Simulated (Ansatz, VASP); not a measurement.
## Ga in VASP and in Ansatz

```xyz
2
Lattice="1.3550 -3.9450 0.0000 1.3550 3.9450 0.0000 -0.1151 0.0000 3.2625" Properties=species:S:1:pos:R:3 pbc="T T T"
Ga    1.3262   -2.9114    0.8156
Ga    1.2687    2.9114    2.4469
```

Change from the starting cell: volume scaled by 0.9405, crystal datasets.

Alike in both runs: task electric field gradients; functional PBE; k mesh 14 × 14 × 11; occupations fermi-dirac, width 0.05 eV; no spin polarisation.

|  | VASP | Ansatz |
| --- | --- | --- |
| version | VASP 6.6.1 | Ansatz 0.2.0 |
| potentials or method | VASP PAW PBE potentials, release 64 (Ga_d), cutoff 520 eV | all-electron PAW with datasets made for the crystal, scalar-relativistic |

VASP gave:

| Property | Result |
| --- | --- |
| pressure (GPa) | 6.1 |
| traceless stress, the component that is largest in VASP (GPa) | -0.38 |
| rms of the force components (eV/Å) | 0.125 |
| size of Vzz on the site where it differs most (V/Å²) | 27.1 |

Question: What did Ansatz give for the same quantities?

Answer: Pressure (GPa): 5.9; traceless stress, the component that is largest in VASP (GPa): -0.34; rms of the force components (eV/Å): 0.125; size of Vzz on the site where it differs most (V/Å²): 29.0.

Atom by atom the forces differ by 0.001 eV/Å (rms over components). Ansatz ran all-electron here, and VASP with PAW potentials.
